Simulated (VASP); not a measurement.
# PtS2 in VASP: notebook

PtS2 is run at these levels: LDA, PBEsol; tasks: single point.

Program: VASP 6.6.1. These are calculated values, not measurements. Logs are shortened: lines on timing, memory, paths and dates and some standing lists are left out, and cuts for length are marked.

## (1) The cell of the first run

It takes space group P-3m1 (No. 164, trigonal). The conventional cell has a = 3.543 Å, b = 3.543 Å, c = 5.039 Å, α = 90.00°, β = 90.00°, γ = 120.00°. Within 3.1 Å of Pt (site symmetry -3m) lie 6 S at 2.34 Å. Within 3.1 Å of S (site symmetry 3m) lie 3 Pt at 2.34 Å and 3 S at 3.07 Å.

## (2) Single point, LDA

INCAR reads:

```
SYSTEM = PtS2
  ALGO = Normal
  EDIFF = 1E-6
  ENCUT = 520
  GGA = CA
  ISIF = 2
  ISMEAR = -1
  LASPH = .True.
  LCHARG = .True.
  LELF = .True.
  LREAL = .False.
  LVHAR = .True.
  LWAVE = .False.
  NBANDS = 18
  NELM = 80
  PREC = Accurate
  SIGMA = 0.05
```

KPOINTS reads:

```
k-points
0
Gamma
  9 9 5
  0 0 0
```

POSCAR reads:

```
PtS2
1.0
    3.5432000000      0.0000000000      0.0000000000
   -1.7716000000      3.0685012107      0.0000000000
    0.0000000000      0.0000000000      5.0388000000
Pt S
1 2
Direct
    0.0000000000      0.0000000000      0.0000000000
    0.6666666667      0.3333333333      0.7730000000
    0.3333333333      0.6666666667      0.2270000000
```

Potentials or basis: VASP PAW LDA potentials, release 64 (Pt, S).

Run with:

```console
cat potpaw_LDA.64/Pt/POTCAR potpaw_LDA.64/S/POTCAR > POTCAR
mpirun -np 1 vasp_std > vasp.out
```

OUTCAR:

```text
SYSTEM = PtS2
   EDIFF = 1E-6
   ENCUT = 520
   GGA = CA
   ISIF = 2
   ISMEAR = -1
   LASPH = .True.
   LREAL = .False.
   NELM = 80
   PREC = Accurate

 ion  position               nearest neighbor table
   1  0.000  0.000  0.000-   2 2.34   3 2.34   2 2.34   3 2.34   2 2.34   3 2.34
   2  0.667  0.333  0.773-   1 2.34   1 2.34   1 2.34
   3  0.333  0.667  0.227-   1 2.34   1 2.34   1 2.34

  LATTYP: Found a hexagonal cell.
 ALAT       =     3.5432000000
 C/A-ratio  =     1.4221043125

  Lattice vectors:

 A1 = (   3.5432000000,   0.0000000000,   0.0000000000)
 A2 = (  -1.7716000000,   3.0685012107,   0.0000000000)
 A3 = (   0.0000000000,   0.0000000000,   5.0388000000)

Analysis of symmetry for initial positions (statically):
=====================================================================
 Subroutine PRICEL returns:
 Original cell was already a primitive cell.

 Routine SETGRP: Setting up the symmetry group for a
 hexagonal supercell.

 Subroutine GETGRP returns: Found 12 space group operations
 (whereof 12 operations were pure point group operations)
 out of a pool of 24 trial point group operations.

The static configuration has the point symmetry D_3d.

Analysis of symmetry for dynamics (positions and initial velocities):
=====================================================================
 Subroutine PRICEL returns:
 Original cell was already a primitive cell.

 Routine SETGRP: Setting up the symmetry group for a
 hexagonal supercell.

 Subroutine GETGRP returns: Found 12 space group operations
 (whereof 12 operations were pure point group operations)
 out of a pool of 24 trial point group operations.

The dynamic configuration has the point symmetry D_3d.

 Subroutine INISYM returns: Found 12 space group operations
 (whereof 12 operations are pure point group operations),
 and found     1 'primitive' translations

----------------------------------------------------------------------------------------

                                     Primitive cell

  volume of cell :      54.7834

  direct lattice vectors                    reciprocal lattice vectors
     3.543200000  0.000000000  0.000000000     0.282230752  0.162946001  0.000000000
    -1.771600000  3.068501211  0.000000000     0.000000000  0.325892001  0.000000000
     0.000000000  0.000000000  5.038800000     0.000000000  0.000000000  0.198459951

  length of vectors
     3.543200000  3.543200000  5.038800000     0.325892001  0.325892001  0.198459951

  position of ions in fractional coordinates (direct lattice)
     0.000000000  0.000000000  0.000000000
     0.666666667  0.333333333  0.773000000
     0.333333333  0.666666667  0.227000000

  ion indices of the primitive-cell ions
   primitive index   ion index
                 1           1
                 2           2
                 3           3

----------------------------------------------------------------------------------------

 KPOINTS: k-points

Automatic generation of k-mesh.
 Grid dimensions read from file:
 generate k-points for:    9    9    5

 Generating k-lattice:

  Cartesian coordinates                     Fractional coordinates (reciprocal lattice)
     0.031358972  0.018105111  0.000000000     0.111111111  0.000000000  0.000000000
     0.000000000  0.036210222  0.000000000     0.000000000  0.111111111  0.000000000
     0.000000000  0.000000000  0.039691990     0.000000000  0.000000000  0.200000000

  Length of vectors
     0.036210222  0.036210222  0.039691990

  Shift w.r.t. Gamma in fractional coordinates (k-lattice)
     0.000000000  0.000000000  0.000000000

 Subroutine IBZKPT returns following result:
 ===========================================

 Found     50 irreducible k-points:

 Following reciprocal coordinates:
            Coordinates               Weight
  0.000000  0.000000  0.000000      1.000000
  0.111111 -0.000000  0.000000      6.000000
  0.222222  0.000000  0.000000      6.000000
  0.333333  0.000000  0.000000      6.000000
  0.444444  0.000000  0.000000      6.000000
  0.111111  0.111111  0.000000      6.000000
[... 16 lines left out ...]
  0.222222  0.111111  0.200000     12.000000
 -0.111111  0.333333  0.200000     12.000000
 [... further k-points ...]
   k-points           NKPTS =     50   k-points in BZ     NKDIM =     50   number of bands    NBANDS=     18
   number of dos      NEDOS =    301   number of ions     NIONS =      3
   total plane-waves  NPLWV =  31360
   dimension x,y,z NGX =    28 NGY =   28 NGZ =   40
   dimension x,y,z NGXF=    56 NGYF=   56 NGZF=   80
   ions per type =               1   2
   NGX,Y,Z   is equivalent  to a cutoff of  13.14, 13.14, 13.20 a.u.
   NGXF,Y,Z  is equivalent  to a cutoff of  26.28, 26.28, 26.39 a.u.
 SYSTEM =  PtS2
   PREC   = accura    normal or accurate (medium, high low for compatibility)
   ISTART =      0    job   : 0-new  1-cont  2-samecut
   ICHARG =      2    charge: 1-file 2-atom 10-const
   ISPIN  =      1    spin polarized calculation?
   LNONCOLLINEAR =      F non collinear calculations
   LSORBIT =      F    spin-orbit coupling
   LASPH  =      T    aspherical Exc in radial PAW
   ENCUT  =  520.0 eV  38.22 Ry    6.18 a.u.   6.59  6.59  9.37*2*pi/ulx,y,z
   NELM   =     80;   NELMIN=  2; NELMDL= -5     # of ELM steps
   EDIFF  = 0.1E-05   stopping-criterion for ELM
   LREAL  =      F    real-space projection
   EDIFFG = 0.1E-04   stopping-criterion for IOM
   NSW    =      0    number of steps for IOM
   IBRION =     -1    ionic relax: 0-MD 1-quasi-New 2-CG
   NFREE  =      0    steps in history (QN), initial steepest desc. (CG)
   ISIF   =      2    stress and relaxation
   ISYM   =      2    0-nonsym 1-usesym 2-fastsym
   POTIM  = 0.5000    time-step for ionic-motion
   TEBEG  =    0.0;   TEEND  =   0.0 temperature during run
   PSTRESS=    0.0 pullay stress
   NELECT =      22.0000    total number of electrons
   NUPDOWN=      -1.0000    fix difference up-down
   EMIN   =  10.00;   EMAX   =-10.00  energy-range for DOS
   EFERMI =   0.00;   METHOD = LEGACY
   ISMEAR =    -1;   SIGMA  =   0.05  broadening in eV -4-tet -1-fermi 0-gaus
   EFERMI_NEDOS =   21; number of points for ismear=-14 and -15
   IALGO  =     38    algorithm
   IMIX   =      4    mixing-type and parameters
     AMIX     =   0.40;   BMIX     =  1.00
     AMIX_MAG =   1.60;   BMIX_MAG =  1.00
  volume/ion in A,a.u.               =      18.26       123.23
  Fermi-wavevector in a.u.,A,eV,Ry     =   1.207812  2.282434 19.848315  1.458810
  Thomas-Fermi vector in A             =   2.343439
   LORBIT       =      0    0 simple, 1 ext, 2 COOP (PROOUT), +10 PAW based schemes
   GGA     = CA    functional components
   LHFCALC =     F    Hartree Fock is set to
   AEXX    =    0.0000 exact exchange contribution
   IVDW    =     0    specifies the selected vdW correction
   LEPSILON=     F    determine dielectric tensor
   LRPA    =     F    only Hartree local field effects (RPA)
 non-spin polarized calculation
  energy-cutoff  :      520.00
  volume of cell :       54.78
 maximum number of plane-waves:      1507
 NGX is ok and might be reduce to    28
   NGX = 13   NGY = 13   NGZ = 19

 number of electron      22.0000001 magnetization

 Free energy of the ion-electron system (eV)
  ---------------------------------------------------
  ext. energy  EPLUGINS =         0.00000000
  ---------------------------------------------------
  free energy    TOTEN  =       -18.12356972 eV

  energy without entropy =      -18.12355921  energy(sigma->0) =      -18.12356447

 E-fermi :   7.0520     XC(G=0): -10.9016

 val. band max:        6.6246358457   @ k =   0.0000   0.2222   0.2000
 cond. band min:       7.5357009392   @ k =   0.0000   0.3333   0.2000
 fundamental gap:      0.9110650935
 Fermi energy:         7.0519781141

 k-point     1 :       0.0000    0.0000    0.0000
  band No.  band energies     occupation
      1      -8.9260      2.00000
      2      -5.6324      2.00000
      3      -0.4880      2.00000
      4      -0.4880      2.00000
      5      -0.3552      2.00000
      6       2.5886      2.00000
[... 10 lines left out ...]
     17      14.4422      0.00000
     18      18.5102      0.00000

 k-point     2 :       0.1111   -0.0000    0.0000
  band No.  band energies     occupation
      1      -8.7586      2.00000
      2      -5.7419      2.00000
      3      -0.3758      2.00000
      4      -0.3498      2.00000
      5      -0.1861      2.00000
      6       2.3453      2.00000
[... 10 lines left out ...]
     17      14.9750      0.00000
     18      17.4305      0.00000

 k-point     3 :       0.2222    0.0000    0.0000
  band No.  band energies     occupation
      1      -8.2888      2.00000
      2      -6.0029      2.00000
      3      -0.0883      2.00000
      4      -0.0651      2.00000
      5       0.3333      2.00000
      6       1.5867      2.00000
[... 10 lines left out ...]
     17      15.8164      0.00000
     18      15.8997      0.00000

 k-point     4 :       0.3333    0.0000    0.0000
  band No.  band energies     occupation
      1      -7.6304      2.00000
      2      -6.2913      2.00000
      3      -0.2064      2.00000
      4       0.2123      2.00000
      5       1.0147      2.00000
      6       1.1459      2.00000
[... 10 lines left out ...]
     17      15.3698      0.00000
     18      15.9460      0.00000

 k-point     5 :       0.4444    0.0000    0.0000
  band No.  band energies     occupation
      1      -7.0259      2.00000
      2      -6.5419      2.00000
      3      -0.8897      2.00000
      4       0.3542      2.00000
      5       1.2551      2.00000
      6       2.0225      2.00000
[... 10 lines left out ...]
     17      14.8824      0.00000
     18      17.2438      0.00000

 k-point     6 :       0.1111    0.1111    0.0000
  band No.  band energies     occupation
      1      -8.4394      2.00000
      2      -5.9252      2.00000
      3      -0.1965      2.00000
      4      -0.0952      2.00000
      5       0.1335      2.00000
      6       2.0416      2.00000
[... 10 lines left out ...]
     17      16.0170      0.00000
     18      16.2336      0.00000

 k-point     7 :       0.2222    0.1111    0.0000
  band No.  band energies     occupation
      1      -7.8697      2.00000
      2      -6.1898      2.00000
      3       0.0655      2.00000
      4       0.1294      2.00000
      5       0.6966      2.00000
      6       1.2578      2.00000
[... 10 lines left out ...]
     17      15.1794      0.00000
     18      16.4395      0.00000

 k-point     8 :       0.3333    0.1111    0.0000
  band No.  band energies     occupation
      1      -7.2214      2.00000
      2      -6.4372      2.00000
      3      -0.4719      2.00000
      4       0.2601      2.00000
      5       1.1425      2.00000
      6       1.5193      2.00000
[... 10 lines left out ...]
     17      15.6459      0.00000
     18      16.4606      0.00000
[... 229 lines left out ...]
     17      15.9290      0.00000
     18      16.6430      0.00000

 k-point    20 :       0.4444    0.0000    0.2000
  band No.  band energies     occupation
      1      -6.9469      2.00000
      2      -6.6132      2.00000
      3      -0.9247      2.00000
      4       0.3332      2.00000
      5       1.4807      2.00000
      6       1.6053      2.00000
[... 10 lines left out ...]
     17      15.4343      0.00000
     18      16.7548      0.00000

 k-point    21 :       0.0000    0.4444    0.2000
  band No.  band energies     occupation
      1      -7.0774      2.00000
      2      -6.4432      2.00000
      3      -1.0276      2.00000
      4       0.3099      2.00000
      5       0.9557      2.00000
      6       2.1686      2.00000
[... 10 lines left out ...]
     17      15.8085      0.00000
     18      16.8761      0.00000

 k-point    22 :       0.1111    0.1111    0.2000
  band No.  band energies     occupation
      1      -8.3549      2.00000
      2      -6.0948      2.00000
      3      -0.3581      2.00000
      4      -0.1803      2.00000
      5       0.6141      2.00000
      6       1.9898      2.00000
[... 10 lines left out ...]
     17      15.7263      0.00000
     18      15.9749      0.00000

 k-point    23 :       0.2222    0.1111    0.2000
  band No.  band energies     occupation
      1      -7.7803      2.00000
      2      -6.3223      2.00000
      3      -0.0548      2.00000
      4       0.0910      2.00000
      5       0.7568      2.00000
      6       1.5821      2.00000
[... 10 lines left out ...]
     17      15.7640      0.00000
     18      16.1060      0.00000

 k-point    24 :      -0.1111    0.3333    0.2000
  band No.  band energies     occupation
      1      -7.8058      2.00000
      2      -6.2666      2.00000
      3      -0.2309      2.00000
      4       0.0394      2.00000
      5       0.9045      2.00000
      6       1.3374      2.00000
[... 10 lines left out ...]
     17      14.9762      0.00000
     18      17.0407      0.00000

 [... further k-points ...]
[... 5 lines left out ...]
  --------------------------------------------------------------------------------------
  -------------------------------------------------------------------------------------
  Total        1.2452887      1.2452887      1.1285464      0.0000000      0.0000000      0.0000000
  in kB       36.4192968     36.4192968     33.0050889      0.0000000      0.0000000      0.0000000
  external PRESSURE =      35.2812275 kB  Pullay stress =       0.0000000 kB

 VOLUME and BASIS-vectors are now :
 -----------------------------------------------------------------------------
  energy-cutoff  :      520.00
  volume of cell :       54.78
      direct lattice vectors                 reciprocal lattice vectors
     3.543200000  0.000000000  0.000000000     0.282230752  0.162946001  0.000000000
    -1.771600000  3.068501211  0.000000000     0.000000000  0.325892001  0.000000000
     0.000000000  0.000000000  5.038800000     0.000000000  0.000000000  0.198459951

 POSITION                                       TOTAL-FORCE (eV/Angst)
 -----------------------------------------------------------------------------------
      0.00000      0.00000      0.00000         0.000000      0.000000      0.000000
      1.77160      1.02283      3.89499         0.000000      0.000000     -0.804929
     -0.00000      2.04567      1.14381        -0.000000      0.000000      0.804929
 -----------------------------------------------------------------------------------
    total drift:                                0.000000     -0.000000      0.000000

  FREE ENERGIE OF THE ION-ELECTRON SYSTEM (eV)
  ---------------------------------------------------
  free  energy   TOTEN  =       -18.1235697198 eV

  energy  without entropy=      -18.1235592136  energy(sigma->0) =      -18.12356447
```

Run time: 36 s. Hardware: 1 thread of Intel Xeon Platinum 8259CL at 2.50GHz (Skylake/Cascade Lake), shared host; peak memory 0.18 GiB.

Results:

```yaml
Free_energy: -18.1236 eV
Pressure: 3.5 GPa
Largest_force: 0.805 eV/Å
Band_gap_on_the_k_mesh: 0.91 eV, indirect (least direct gap 0.96 eV)
```

Forces on the atoms (eV/Å):
```
Pt   0.000  0.000  0.000
S    0.000  0.000 -0.805
S    0.000  0.000  0.805
```

Levels at points of the mesh, in eV from the valence-band top:
```csv
k point,band 8,band 9,band 10,band 11,band 12,band 13,band 14,band 15
"(0.00, 0.00, 0.00)",-1.82,-1.15,-1.15,-0.15,2.41,2.41,4.62,5.51
```

Caveat: spin-orbit coupling is left out, which moves the levels of the heavy elements. LDA gaps usually lie below the measured ones, often by a third to a half.

(Continued in part 2 of 2.)
